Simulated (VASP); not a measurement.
# Si (Fd-3m) in VASP: further runs

Aim: see how the results for Si move with the level of theory and the settings. Levels: LDA, RPBE. Tasks: single point.

Everything below comes from runs of VASP 6.6.1. Logs are shortened: lines on timing, memory, paths and dates and some standing lists are left out, and cuts for length are marked.

### 1 The cell of the first run

It takes space group Fd-3m (No. 227, cubic). The conventional cell has a = 5.470 Å, b = 5.470 Å, c = 5.470 Å, α = 90.00°, β = 90.00°, γ = 90.00°. Si (site symmetry -43m) has 4 Si at 2.37 Å within 3.1 Å.

### 2 Single point, LDA

Contents of INCAR:

```
  PREC = Accurate
  ENCUT = 500
  EDIFF = 1E-6
  ISMEAR = 0
  SIGMA = 0.02
  LREAL = False
  LASPH = True
  NELM = 120
  ALGO = Normal
  ISIF = 2
  LWAVE = False
  LCHARG = False
  GGA = CA
  NBANDS = 11
  GGA_COMPAT = False
```

Contents of KPOINTS:

```
regular mesh
0
Gamma
  10 10 10
```

Contents of POSCAR:

```
Si
1.0
    0.0000000000      2.7348811941      2.7348811941
    2.7348811941      0.0000000000      2.7348811941
    2.7348811941      2.7348811941      0.0000000000
Si
2
Direct
    0.5000000000      0.5000000000      0.5000000000
    0.7500000000      0.7500000000      0.7500000000
```

Potentials or basis: VASP PAW LDA potentials, release 64 (Si).

The run is started by

```
$ cat potpaw_LDA.64/Si/POTCAR > POTCAR
$ mpirun -np 1 vasp_std > vasp.out
```

OUTCAR:

```text
PREC = Accurate
   ENCUT = 500
   EDIFF = 1E-6
   ISMEAR = 0
   LREAL = False
   LASPH = True
   NELM = 120
   ISIF = 2
   GGA = CA

 ion  position               nearest neighbor table
   1  0.500  0.500  0.500-   2 2.37   2 2.37   2 2.37   2 2.37
   2  0.750  0.750  0.750-   1 2.37   1 2.37   1 2.37   1 2.37

  LATTYP: Found a face centered cubic cell.
 ALAT       =     5.4697623882

  Lattice vectors:

 A1 = (   0.0000000000,   2.7348811941,   2.7348811941)
 A2 = (   2.7348811941,   0.0000000000,   2.7348811941)
 A3 = (   2.7348811941,   2.7348811941,   0.0000000000)

Analysis of symmetry for initial positions (statically):
=====================================================================
 Subroutine PRICEL returns:
 Original cell was already a primitive cell.

 Routine SETGRP: Setting up the symmetry group for a
 face centered cubic supercell.

 Subroutine GETGRP returns: Found 48 space group operations
 (whereof 24 operations were pure point group operations)
 out of a pool of 48 trial point group operations.

The static configuration has the point symmetry T_d .
 The point group associated with its full space group is O_h .

Analysis of symmetry for dynamics (positions and initial velocities):
=====================================================================
 Subroutine PRICEL returns:
 Original cell was already a primitive cell.

 Routine SETGRP: Setting up the symmetry group for a
 face centered cubic supercell.

 Subroutine GETGRP returns: Found 48 space group operations
 (whereof 24 operations were pure point group operations)
 out of a pool of 48 trial point group operations.

The dynamic configuration has the point symmetry T_d .
 The point group associated with its full space group is O_h .

 Subroutine INISYM returns: Found 48 space group operations
 (whereof 24 operations are pure point group operations),
 and found     1 'primitive' translations

----------------------------------------------------------------------------------------

                                     Primitive cell

  volume of cell :      40.9115

  direct lattice vectors                    reciprocal lattice vectors
     0.000000000  2.734881194  2.734881194    -0.182823298  0.182823298  0.182823298
     2.734881194  0.000000000  2.734881194     0.182823298 -0.182823298  0.182823298
     2.734881194  2.734881194  0.000000000     0.182823298  0.182823298 -0.182823298

  length of vectors
     3.867706076  3.867706076  3.867706076     0.316659241  0.316659241  0.316659241

  position of ions in fractional coordinates (direct lattice)
     0.500000000  0.500000000  0.500000000
     0.750000000  0.750000000  0.750000000

  ion indices of the primitive-cell ions
   primitive index   ion index
                 1           1
                 2           2

----------------------------------------------------------------------------------------

 KPOINTS: regular mesh

Automatic generation of k-mesh.
 Grid dimensions read from file:
 generate k-points for:   10   10   10

 Generating k-lattice:

  Cartesian coordinates                     Fractional coordinates (reciprocal lattice)
    -0.018282330  0.018282330  0.018282330     0.100000000  0.000000000  0.000000000
     0.018282330 -0.018282330  0.018282330     0.000000000  0.100000000  0.000000000
     0.018282330  0.018282330 -0.018282330     0.000000000  0.000000000  0.100000000

  Length of vectors
     0.031665924  0.031665924  0.031665924

  Shift w.r.t. Gamma in fractional coordinates (k-lattice)
     0.000000000  0.000000000  0.000000000

 Subroutine IBZKPT returns following result:
 ===========================================

 Found     47 irreducible k-points:

 Following reciprocal coordinates:
            Coordinates               Weight
  0.000000  0.000000  0.000000      1.000000
  0.100000  0.000000  0.000000      8.000000
  0.200000  0.000000  0.000000      8.000000
  0.300000  0.000000  0.000000      8.000000
  0.400000  0.000000  0.000000      8.000000
  0.500000  0.000000  0.000000      4.000000
[... 16 lines left out ...]
  0.300000  0.300000  0.000000      6.000000
  0.400000  0.300000  0.000000     24.000000
 [... further k-points ...]
   k-points           NKPTS =     47   k-points in BZ     NKDIM =     47   number of bands    NBANDS=     11
   number of dos      NEDOS =    301   number of ions     NIONS =      2
   total plane-waves  NPLWV =  21952
   dimension x,y,z NGX =    28 NGY =   28 NGZ =   28
   dimension x,y,z NGXF=    56 NGYF=   56 NGZF=   56
   ions per type =               2
   NGX,Y,Z   is equivalent  to a cutoff of  12.04, 12.04, 12.04 a.u.
   NGXF,Y,Z  is equivalent  to a cutoff of  24.07, 24.07, 24.07 a.u.
 SYSTEM =  unknown system
   PREC   = accura    normal or accurate (medium, high low for compatibility)
   ISTART =      0    job   : 0-new  1-cont  2-samecut
   ICHARG =      2    charge: 1-file 2-atom 10-const
   ISPIN  =      1    spin polarized calculation?
   LNONCOLLINEAR =      F non collinear calculations
   LSORBIT =      F    spin-orbit coupling
   LASPH  =      T    aspherical Exc in radial PAW
   ENCUT  =  500.0 eV  36.75 Ry    6.06 a.u.   7.05  7.05  7.05*2*pi/ulx,y,z
   NELM   =    120;   NELMIN=  2; NELMDL= -5     # of ELM steps
   EDIFF  = 0.1E-05   stopping-criterion for ELM
   LREAL  =      F    real-space projection
   EDIFFG = 0.1E-04   stopping-criterion for IOM
   NSW    =      0    number of steps for IOM
   IBRION =     -1    ionic relax: 0-MD 1-quasi-New 2-CG
   NFREE  =      0    steps in history (QN), initial steepest desc. (CG)
   ISIF   =      2    stress and relaxation
   ISYM   =      2    0-nonsym 1-usesym 2-fastsym
   POTIM  = 0.5000    time-step for ionic-motion
   TEBEG  =    0.0;   TEEND  =   0.0 temperature during run
   PSTRESS=    0.0 pullay stress
   NELECT =       8.0000    total number of electrons
   NUPDOWN=      -1.0000    fix difference up-down
   EMIN   =  10.00;   EMAX   =-10.00  energy-range for DOS
   EFERMI =   0.00;   METHOD = LEGACY
   ISMEAR =     0;   SIGMA  =   0.02  broadening in eV -4-tet -1-fermi 0-gaus
   EFERMI_NEDOS =   21; number of points for ismear=-14 and -15
   IALGO  =     38    algorithm
   IMIX   =      4    mixing-type and parameters
     AMIX     =   0.40;   BMIX     =  1.00
     AMIX_MAG =   1.60;   BMIX_MAG =  1.00
  volume/ion in A,a.u.               =      20.46       138.04
  Fermi-wavevector in a.u.,A,eV,Ry     =   0.950218  1.795651 12.284882  0.902913
  Thomas-Fermi vector in A             =   2.078574
   LORBIT       =      0    0 simple, 1 ext, 2 COOP (PROOUT), +10 PAW based schemes
   GGA     = CA    functional components
   LHFCALC =     F    Hartree Fock is set to
   AEXX    =    0.0000 exact exchange contribution
   IVDW    =     0    specifies the selected vdW correction
   LEPSILON=     F    determine dielectric tensor
   LRPA    =     F    only Hartree local field effects (RPA)
 non-spin polarized calculation
 Gauss-broadening in eV      SIGMA  =   0.02
  energy-cutoff  :      500.00
  volume of cell :       40.91
 maximum number of plane-waves:      1056
   NGX = 15   NGY = 15   NGZ = 15

 number of electron       8.0000000 magnetization

 Free energy of the ion-electron system (eV)
  ---------------------------------------------------
  ext. energy  EPLUGINS =         0.00000000
  ---------------------------------------------------
  free energy    TOTEN  =       -11.90339094 eV

  energy without entropy =      -11.90339094  energy(sigma->0) =      -11.90339094

 E-fermi :   5.6365     XC(G=0):  -9.5251

 val. band max:        5.5528072136   @ k =   0.0000   0.0000   0.0000
 cond. band min:       6.0659153405   @ k =   0.4000   0.4000   0.0000
 fundamental gap:      0.5131081269
 Fermi energy:         5.6364620112

 k-point     1 :       0.0000    0.0000    0.0000
  band No.  band energies     occupation
      1      -6.2592      2.00000
      2       5.5528      2.00000
      3       5.5528      2.00000
      4       5.5528      2.00000
      5       8.0672      0.00000
      6       8.0672      0.00000
      7       8.0672      0.00000
      8       8.5178      0.00000
      9      13.1394      0.00000
     10      13.2684      0.00000
     11      13.2684      0.00000

 k-point     2 :       0.1000    0.0000    0.0000
  band No.  band energies     occupation
      1      -6.1306      2.00000
      2       4.3964      2.00000
      3       5.3582      2.00000
      4       5.3582      2.00000
      5       7.9947      0.00000
      6       8.3530      0.00000
      7       8.3530      0.00000
      8       9.5210      0.00000
      9      12.9002      0.00000
     10      12.9002      0.00000
     11      13.6826      0.00000

 k-point     3 :       0.2000    0.0000    0.0000
  band No.  band energies     occupation
      1      -5.7512      2.00000
      2       2.5525      2.00000
      3       4.9845      2.00000
      4       4.9845      2.00000
      5       7.6029      0.00000
      6       8.8528      0.00000
      7       8.8528      0.00000
      8      11.2832      0.00000
      9      12.5721      0.00000
     10      12.5721      0.00000
     11      14.3869      0.00000
[... 267 lines left out ...]
 k-point    23 :       0.3000    0.3000    0.0000
  band No.  band energies     occupation
      1      -4.7382      2.00000
      2       1.1395      2.00000
      3       3.3668      2.00000
      4       3.3668      2.00000
      5       6.3452      0.00000
      6       7.8844      0.00000
      7      12.0554      0.00000
      8      12.0554      0.00000
      9      14.2995      0.00000
     10      14.9779      0.00000
     11      17.6041      0.00000

 k-point    24 :       0.4000    0.3000    0.0000
  band No.  band energies     occupation
      1      -4.1370      2.00000
      2       0.1546      2.00000
      3       2.7443      2.00000
      4       3.1656      2.00000
      5       6.5329      0.00000
      6       7.7173      0.00000
      7      12.3186      0.00000
      8      12.4803      0.00000
      9      15.9243      0.00000
     10      15.9475      0.00000
     11      17.3929      0.00000

 [... further k-points ...]

------------------------ aborting loop because EDIFF is reached ----------------------------------------

  FORCE on cell =-STRESS in cart. coord.  units (eV):
  Direction    XX          YY          ZZ          XY          YZ          ZX
  --------------------------------------------------------------------------------------
  -------------------------------------------------------------------------------------
  Total       -0.8431318     -0.8431318     -0.8431318     -0.0000000     -0.0000000      0.0000000
  in kB      -33.0187518    -33.0187518    -33.0187518     -0.0000000     -0.0000000      0.0000000
  external PRESSURE =     -33.0187518 kB  Pullay stress =       0.0000000 kB

 VOLUME and BASIS-vectors are now :
 -----------------------------------------------------------------------------
  energy-cutoff  :      500.00
  volume of cell :       40.91
      direct lattice vectors                 reciprocal lattice vectors
     0.000000000  2.734881194  2.734881194    -0.182823298  0.182823298  0.182823298
     2.734881194  0.000000000  2.734881194     0.182823298 -0.182823298  0.182823298
     2.734881194  2.734881194  0.000000000     0.182823298  0.182823298 -0.182823298

 POSITION                                       TOTAL-FORCE (eV/Angst)
 -----------------------------------------------------------------------------------
      2.73488      2.73488      2.73488        -0.000000      0.000000      0.000000
      4.10232      4.10232      4.10232         0.000000     -0.000000     -0.000000
 -----------------------------------------------------------------------------------
    total drift:                                0.000000      0.000000     -0.000000

  FREE ENERGIE OF THE ION-ELECTRON SYSTEM (eV)
  ---------------------------------------------------
  free  energy   TOTEN  =       -11.9033909378 eV

  energy  without entropy=      -11.9033909378  energy(sigma->0) =      -11.90339094
```

It took 17 s on 1 thread of Intel Xeon 8259CL, shared host; peak memory 0.14 GiB.

Results:

* Free energy: -11.9034 eV
* Pressure: -3.3 GPa
* Band gap on the k mesh: 0.51 eV (least direct gap 2.51 eV)

Levels at points of the mesh, in eV from the valence-band top:
```tsv
k point	band 1	band 2	band 3	band 4	band 5	band 6	band 7	band 8	band 9
(0.00, 0.00, 0.00)	-11.81	0.00	0.00	0.00	2.51	2.51	2.51	2.96	7.59
(0.50, 0.00, 0.00)	-9.53	-6.89	-1.18	-1.18	1.35	3.30	3.30	7.48	10.46
(0.50, 0.50, 0.00)	-7.75	-7.75	-2.80	-2.80	0.64	0.64	9.80	9.80	10.85
```

Caveat: the cell stands under tension.

### 3 Single point, RPBE

Contents of INCAR:

```
PREC     = Accurate       # precision mode
ENCUT    = 500            # plane-wave cutoff, eV
EDIFF    = 1E-6           # SCF threshold, eV
ISMEAR   = 0              # smearing method
SIGMA    = 0.02           # smearing width, eV
LREAL    = False          # projectors in reciprocal space
LASPH    = True           # aspherical terms in the spheres
NELM     = 120            # most SCF steps
ALGO     = Normal         # electronic algorithm
ISIF     = 2              # what is computed and relaxed
LWAVE    = False          # write WAVECAR
LCHARG   = False          # write CHGCAR
GGA      = RP             # functional
NBANDS   = 11             # bands
GGA_COMPAT= False
```

KPOINTS is that of step 2.

POSCAR is that of step 2.

Potentials or basis: VASP PAW PBE potentials, release 64 (Si).

The run is started by

```
$ cat potpaw_PBE.64/Si/POTCAR > POTCAR
$ mpirun -np 1 vasp_std > vasp.out
```

OUTCAR:

```text
PREC = Accurate
   ENCUT = 500
   EDIFF = 1E-6
   ISMEAR = 0
   LREAL = False
   LASPH = True
   NELM = 120
   ISIF = 2
   GGA = RP

 ion  position               nearest neighbor table
   1  0.500  0.500  0.500-   2 2.37   2 2.37   2 2.37   2 2.37
   2  0.750  0.750  0.750-   1 2.37   1 2.37   1 2.37   1 2.37

  LATTYP: Found a face centered cubic cell.
 ALAT       =     5.4697623882

  Lattice vectors:

 A1 = (   0.0000000000,   2.7348811941,   2.7348811941)
[... 523 lines left out ...]

------------------------ aborting loop because EDIFF is reached ----------------------------------------

  FORCE on cell =-STRESS in cart. coord.  units (eV):
  Direction    XX          YY          ZZ          XY          YZ          ZX
  --------------------------------------------------------------------------------------
  -------------------------------------------------------------------------------------
  Total        0.3401139      0.3401139      0.3401139     -0.0000000      0.0000000      0.0000000
  in kB       13.3195510     13.3195510     13.3195510     -0.0000000      0.0000000      0.0000000
  external PRESSURE =      13.3195510 kB  Pullay stress =       0.0000000 kB

 VOLUME and BASIS-vectors are now :
 -----------------------------------------------------------------------------
  energy-cutoff  :      500.00
  volume of cell :       40.91
      direct lattice vectors                 reciprocal lattice vectors
     0.000000000  2.734881194  2.734881194    -0.182823298  0.182823298  0.182823298
     2.734881194  0.000000000  2.734881194     0.182823298 -0.182823298  0.182823298
     2.734881194  2.734881194  0.000000000     0.182823298  0.182823298 -0.182823298

 POSITION                                       TOTAL-FORCE (eV/Angst)
 -----------------------------------------------------------------------------------
      2.73488      2.73488      2.73488         0.000000      0.000000      0.000000
      4.10232      4.10232      4.10232        -0.000000     -0.000000     -0.000000
 -----------------------------------------------------------------------------------
    total drift:                                0.000000      0.000000     -0.000000

  FREE ENERGIE OF THE ION-ELECTRON SYSTEM (eV)
  ---------------------------------------------------
  free  energy   TOTEN  =       -10.3223100184 eV

  energy  without entropy=      -10.3223100184  energy(sigma->0) =      -10.32231002
```

stdout:

```text
POSCAR found type information on POSCAR Si
 POSCAR found :  1 types and       2 ions
 scaLAPACK will be used
 -----------------------------------------------------------------------------
|                                                                             |
|                                                                             |
|     You enforced a specific xc type in the INCAR file but a different       |
|     I HOPE YOU KNOW WHAT YOU ARE DOING!                                     |
|                                                                             |
 -----------------------------------------------------------------------------

 LDA part: xc-table for (Slater+PW92), standard interpolation
 POSCAR, INCAR and KPOINTS ok, starting setup
 FFT: planning ... GRIDC
 FFT: planning ... GRID_SOFT
 FFT: planning ... GRID
 WAVECAR not read
 entering main loop
```

Run time: 20 s. Hardware: 1 thread of Intel Xeon 8259CL, shared host; peak memory 0.15 GiB.

Results:

```
Free energy            : -10.3223 eV
Pressure               : 1.3 GPa
Band gap on the k mesh : 0.68 eV (least direct gap 2.56 eV)
```

Caveat: the PAW data sets were made with another functional, which shifts forces and pressure a little.
